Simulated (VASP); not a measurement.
# Fe (P6_3/mmc) in VASP: single point with LDA

Aim: the single point of Fe with LDA.

Everything below comes from runs of VASP 6.6.1. Logs are shortened: lines on timing, memory, paths and dates and some standing lists are left out, and cuts for length are marked.

**1. The cell of the first run**

It takes space group P6_3/mmc (No. 194, hexagonal). The conventional cell has a = 2.346 Å, b = 2.346 Å, c = 3.718 Å, α = 90.00°, β = 90.00°, γ = 120.00°. Within 3.0 Å of Fe (site symmetry -6m2) lie 12 Fe at 2.30 to 2.35 Å.

**2. Single point, LDA, collinear spin, ferromagnetic start**

File INCAR:

```
PREC = Accurate
ENCUT = 520
EDIFF = 1E-6
ISMEAR = -1
SIGMA = 0.05
LREAL = False
LASPH = True
NELM = 150
ALGO = Normal
ISIF = 2
LWAVE = False
LCHARG = False
ISPIN = 2
MAGMOM = 2.5 2.5
LORBIT = 11
LMAXMIX = 4
NBANDS = 19
```

File KPOINTS:

```
Automatic mesh
0
Gamma
  18 18 10
```

File POSCAR:

```
Fe
1.0
    2.3457086768      0.0000000000      0.0000000000
   -1.1728543384      2.0314433040      0.0000000000
    0.0000000000      0.0000000000      3.7180562584
Fe
2
Direct
    0.3333333333      0.6666666667      0.2500000000
    0.6666666667      0.3333333333      0.7500000000
```

Potentials or basis: VASP PAW LDA potentials, release 64 (Fe).

Started as:

```bash
> cat potpaw_LDA.64/Fe/POTCAR > POTCAR
> mpirun -np 1 vasp_std > vasp.out
```

OUTCAR:

```text
PREC = Accurate
   ENCUT = 520
   EDIFF = 1E-6
   ISMEAR = -1
   LREAL = False
   LASPH = True
   NELM = 150
   ISIF = 2
   ISPIN = 2
   LORBIT = 11

 ion  position               nearest neighbor table
   1  0.333  0.667  0.250-   2 2.30   2 2.30   2 2.30   2 2.30   2 2.30   2 2.30
   2  0.667  0.333  0.750-   1 2.30   1 2.30   1 2.30   1 2.30   1 2.30   1 2.30

  LATTYP: Found a hexagonal cell.
 ALAT       =     2.3457086768
 C/A-ratio  =     1.5850460439

  Lattice vectors:

 A1 = (   2.3457086768,   0.0000000000,   0.0000000000)
 A2 = (  -1.1728543384,   2.0314433040,   0.0000000000)
 A3 = (   0.0000000000,   0.0000000000,   3.7180562584)

Analysis of symmetry for initial positions (statically):
=====================================================================
 Subroutine PRICEL returns:
 Original cell was already a primitive cell.

 Routine SETGRP: Setting up the symmetry group for a
 hexagonal supercell.

 Subroutine GETGRP returns: Found 24 space group operations
 (whereof 12 operations were pure point group operations)
 out of a pool of 24 trial point group operations.

The static configuration has the point symmetry D_3d.
 The point group associated with its full space group is D_6h.

Analysis of symmetry for dynamics (positions and initial velocities):
=====================================================================
 Subroutine PRICEL returns:
 Original cell was already a primitive cell.

 Routine SETGRP: Setting up the symmetry group for a
 hexagonal supercell.

 Subroutine GETGRP returns: Found 24 space group operations
 (whereof 12 operations were pure point group operations)
 out of a pool of 24 trial point group operations.

The dynamic configuration has the point symmetry D_3d.
 The point group associated with its full space group is D_6h.

Analysis of structural, dynamic, and magnetic symmetry:
=====================================================================
 Subroutine PRICEL returns:
 Original cell was already a primitive cell.

 Routine SETGRP: Setting up the symmetry group for a
 hexagonal supercell.

 Subroutine GETGRP returns: Found 24 space group operations
 (whereof 12 operations were pure point group operations)
 out of a pool of 24 trial point group operations.

The overall configuration has the point symmetry D_3d.
 The point group associated with its full space group is D_6h.

 Subroutine INISYM returns: Found 24 space group operations
 (whereof 12 operations are pure point group operations),
 and found     1 'primitive' translations

[... 110 lines left out ...]
   EFERMI_NEDOS =   21; number of points for ismear=-14 and -15
   IALGO  =     38    algorithm
   IMIX   =      4    mixing-type and parameters
     AMIX     =   0.40;   BMIX     =  1.00
     AMIX_MAG =   1.60;   BMIX_MAG =  1.00
  volume/ion in A,a.u.               =       8.86        59.78
  Fermi-wavevector in a.u.,A,eV,Ry     =   1.582401  2.990305 34.068897  2.503993
  Thomas-Fermi vector in A             =   2.682330
   LORBIT       =     11    0 simple, 1 ext, 2 COOP (PROOUT), +10 PAW based schemes
   GGA     = CA    functional components
   LHFCALC =     F    Hartree Fock is set to
   AEXX    =    0.0000 exact exchange contribution
   IVDW    =     0    specifies the selected vdW correction
   LEPSILON=     F    determine dielectric tensor
   LRPA    =     F    only Hartree local field effects (RPA)
 spin polarized calculation
  energy-cutoff  :      520.00
  volume of cell :       17.72
 maximum number of plane-waves:       494
 NGX is ok and might be reduce to    18
   NGX =  9   NGY =  9   NGZ = 13

 number of electron      16.0000002 magnetization      -0.0301564

 number of electron      16.0000002 magnetization       0.0007925

 Free energy of the ion-electron system (eV)
  ---------------------------------------------------
  ext. energy  EPLUGINS =         0.00000000
  ---------------------------------------------------
  free energy    TOTEN  =       -18.70955715 eV

  energy without entropy =      -18.69003416  energy(sigma->0) =      -18.69979566

 E-fermi :   8.4987     XC(G=0): -14.9037

 val. band max:        8.4980005464   @ k =   0.3889   0.2222   0.3000
 cond. band min:       8.4995115044   @ k =   0.3333   0.1667   0.3000
 fundamental gap:      0.0015109581
 Fermi energy:         8.4986929963

 spin component 1

 k-point     1 :       0.0000    0.0000    0.0000
  band No.  band energies     occupation
      1      -1.1658      1.00000
      2       2.6507      1.00000
      3       6.4540      1.00000
      4       6.4540      1.00000
      5       6.5952      1.00000
      6       7.0325      1.00000
[... 517 lines left out ...]
     18      31.6334      0.00000
     19      35.4236      0.00000

 [... further k-points ...]

 spin component 2

 k-point     1 :       0.0000    0.0000    0.0000
  band No.  band energies     occupation
      1      -1.1657      1.00000
      2       2.6509      1.00000
      3       6.4543      1.00000
      4       6.4543      1.00000
      5       6.5954      1.00000
      6       7.0328      1.00000
[... 517 lines left out ...]
     18      31.6334      0.00000
     19      35.4237      0.00000

 [... further k-points ...]
[... 5 lines left out ...]
  --------------------------------------------------------------------------------------
  -------------------------------------------------------------------------------------
  Total        3.3961080      3.3961080      3.3739509      0.0000000      0.0000000      0.0000000
  in kB      307.1123937    307.1123937    305.1087050      0.0000000      0.0000000      0.0000000
  external PRESSURE =     306.4444975 kB  Pullay stress =       0.0000000 kB

 VOLUME and BASIS-vectors are now :
 -----------------------------------------------------------------------------
  energy-cutoff  :      520.00
  volume of cell :       17.72
      direct lattice vectors                 reciprocal lattice vectors
     2.345708677  0.000000000  0.000000000     0.426310398  0.246130423  0.000000000
    -1.172854338  2.031443304  0.000000000     0.000000000  0.492260846  0.000000000
     0.000000000  0.000000000  3.718056258     0.000000000  0.000000000  0.268957738

 POSITION                                       TOTAL-FORCE (eV/Angst)
 -----------------------------------------------------------------------------------
     -0.00000      1.35430      0.92951         0.000000     -0.000000      0.000000
      1.17285      0.67715      2.78854        -0.000000      0.000000      0.000000
 -----------------------------------------------------------------------------------
    total drift:                                0.000000     -0.000000     -0.000000

  FREE ENERGIE OF THE ION-ELECTRON SYSTEM (eV)
  ---------------------------------------------------
  free  energy   TOTEN  =       -18.7095571546 eV

  energy  without entropy=      -18.6900341636  energy(sigma->0) =      -18.69979566

 total charge

# of ion       s       p       d       tot
------------------------------------------
    1        0.613   0.789   6.520   7.921
    2        0.613   0.789   6.520   7.921
--------------------------------------------------
tot          1.225   1.577  13.040  15.842

 magnetization (x)

# of ion       s       p       d       tot
------------------------------------------
    1       -0.000  -0.000   0.000   0.000
    2       -0.000  -0.000   0.000   0.000
--------------------------------------------------
tot         -0.000  -0.000   0.000   0.000
```

OSZICAR:

```text
N       E                     dE             d eps       ncg     rms          rms(c)
DAV:   1     0.750364728841E+02    0.75036E+02   -0.70303E+03 18291   0.118E+03
DAV:   2    -0.163734650292E+02   -0.91410E+02   -0.80350E+02 17031   0.211E+02
DAV:   3    -0.201617427155E+02   -0.37883E+01   -0.35942E+01 18629   0.544E+01
DAV:   4    -0.201920145312E+02   -0.30272E-01   -0.30253E-01 18723   0.464E+00
DAV:   5    -0.201923407776E+02   -0.32625E-03   -0.32624E-03 19065   0.450E-01    0.242E+01
DAV:   6    -0.188058499587E+02    0.13865E+01   -0.49331E+00 18321   0.543E+01    0.192E+00
DAV:   7    -0.187547041663E+02    0.51146E-01   -0.32263E-01 21140   0.956E+00    0.220E+00
DAV:   8    -0.187288137238E+02    0.25890E-01   -0.31917E-03 22745   0.805E-01    0.844E-01
DAV:   9    -0.187154559466E+02    0.13358E-01   -0.84673E-04 23319   0.425E-01    0.460E-01
DAV:  10    -0.187095750085E+02    0.58809E-02   -0.12016E-03 22806   0.425E-01    0.125E-01
DAV:  11    -0.187095630577E+02    0.11951E-04   -0.50777E-05 23410   0.100E-01    0.420E-02
DAV:  12    -0.187095586751E+02    0.43826E-05   -0.26272E-06 18938   0.171E-02    0.112E-02
DAV:  13    -0.187095569916E+02    0.16835E-05   -0.33676E-07 10015   0.908E-03    0.715E-03
DAV:  14    -0.187095571546E+02   -0.16297E-06   -0.96992E-08  9294   0.502E-03
   1 F= -.18709557E+02 E0= -.18699796E+02  d E =-.195230E-01  mag=     0.0001
```

stdout:

```text
POSCAR found type information on POSCAR Fe
 POSCAR found :  1 types and       2 ions
 scaLAPACK will be used
 LDA part: xc-table for (Slater(with rela. corr.)+CA(PZ))
 , standard interpolation
 POSCAR, INCAR and KPOINTS ok, starting setup
 FFT: planning ... GRIDC
 FFT: planning ... GRID_SOFT
 FFT: planning ... GRID
 WAVECAR not read
 entering main loop
```

It took 53 s on 1 thread of Intel Xeon 6975P-C (Granite Rapids), shared host; peak memory 0.21 GiB.

What came out:

```yaml
Free_energy: -18.7096 eV
Pressure: 30.6 GPa
Band_gap_on_the_k_mesh: zero (filled and empty bands overlap)
Net_moment: 0.00 μB per cell
Valence_electrons_inside_the_program's_atomic_spheres: Fe 7.92
```

Levels at points of the mesh, in eV from the Fermi level:
Spin up:
```csv
k point,band 4,band 5,band 6,band 7,band 8,band 9,band 10,band 11,band 12,band 13
"(0.00, 0.00, 0.00)",-2.04,-1.90,-1.47,-1.47,-1.02,-1.02,0.67,0.88,0.88,10.30
"(0.50, 0.00, 0.00)",-2.40,-2.28,-1.84,-1.30,1.03,1.31,1.34,3.25,5.76,12.68
"(0.00, 0.00, 0.50)",-2.51,-2.18,-2.18,-2.18,-2.18,0.41,0.41,0.41,0.41,18.89
"(0.50, 0.00, 0.50)",-3.86,-0.79,-0.79,0.18,0.18,1.20,1.20,2.95,2.95,10.80
```
Spin down:
```
           k point  band 6  band 7  band 8  band 9  band 10  band 11
(0.00, 0.00, 0.00)   -1.47   -1.47   -1.02   -1.02     0.67     0.88
(0.50, 0.00, 0.00)   -1.84   -1.30    1.03    1.31     1.34     3.25
(0.00, 0.00, 0.50)   -2.18   -2.18   -2.18    0.41     0.41     0.41
(0.50, 0.00, 0.50)   -0.79    0.18    0.18    1.20     1.20     2.95
```

Caveat: the starting moments collapsed, and a magnetic state may lie lower.
